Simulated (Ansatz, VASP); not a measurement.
SnSe in VASP and in Ansatz

File INCAR:

```
PREC = Accurate
ENCUT = 520
EDIFF = 1E-7
ISMEAR = 0
SIGMA = 0.05
LREAL = F
LASPH = T
NELM = 60
ALGO = Normal
ISIF = 2
LWAVE = F
LCHARG = T
GGA = CA
LELF = T
LVHAR = T
NBANDS = 28
```

File KPOINTS:

```
Automatic mesh
0
Gamma
  6 6 4
```

Contents of POSCAR:

```
SnSe
1.0
    4.2853274191      0.0000000000      0.0000000000
    0.0000000000      4.2853274191      0.0000000000
    0.0000000000      0.0000000000     10.9906921300
Sn Se
2 2
Direct
    0.5000000000      0.0000000000      0.3722291100
    0.0000000000      0.5000000000      0.6277708900
    0.5000000000      0.0000000000      0.6205887940
    0.0000000000      0.5000000000      0.3885098140
```

Input for Ansatz:

```yaml
crystal:
  lattice:
    - [4.2853274191, 0.0, 0.0]
    - [0.0, 4.2853274191, 0.0]
    - [0.0, 0.0, 10.99069213]
  atoms:
    - { symbol: Sn, position: [0.5, 0.0, 0.37222911] }
    - { symbol: Sn, position: [0.0, 0.5, 0.62777089] }
    - { symbol: Se, position: [0.5, 0.0, 0.620588794] }
    - { symbol: Se, position: [0.0, 0.5, 0.388509814] }
basis:
  ecutwfc: 420
kpoints:
  mp_grid: { grid: [6, 6, 4] }
hamiltonian:
  xc: lda
scf:
  occupations: { method: gaussian, width: 0.05 }
output:
  forces: true
  stress: true
  eigenvalues: true
```

Change from the starting cell: all Se atoms moved -0.050 Å, as atom 3 towards its neighbour atom 1 (Sn) at 2.680 Å.

Alike in both runs: task single point; functional LDA; k mesh 6 × 6 × 4; occupations gaussian, width 0.05 eV; no spin polarisation.

```csv
,VASP,Ansatz
version,VASP 6.6.1,Ansatz 0.2.0
potentials or method,"VASP PAW LDA potentials, release 64 (Sn_d, Se), cutoff 520 eV","scalar-relativistic, plane waves, PAW"
valence electrons in the cell,40,60
```

```csv
,VASP,Ansatz,Ansatz less VASP
gap on the k mesh at the Fermi level (eV),1.43,1.45,+0.013
least direct gap on the mesh (eV),1.43,1.45,+0.013
rms of the force components (eV/Å),0.207,0.210,+0.0029
```

LDA's correlation is that of Perdew and Zunger in VASP and of Perdew and Wang (1992) in Ansatz. Atom by atom the forces differ by 0.013 eV/Å (rms over components). VASP's potentials hold 40 valence electrons a cell and Ansatz's 60, so a difference there can come from the potentials and not from the codes.
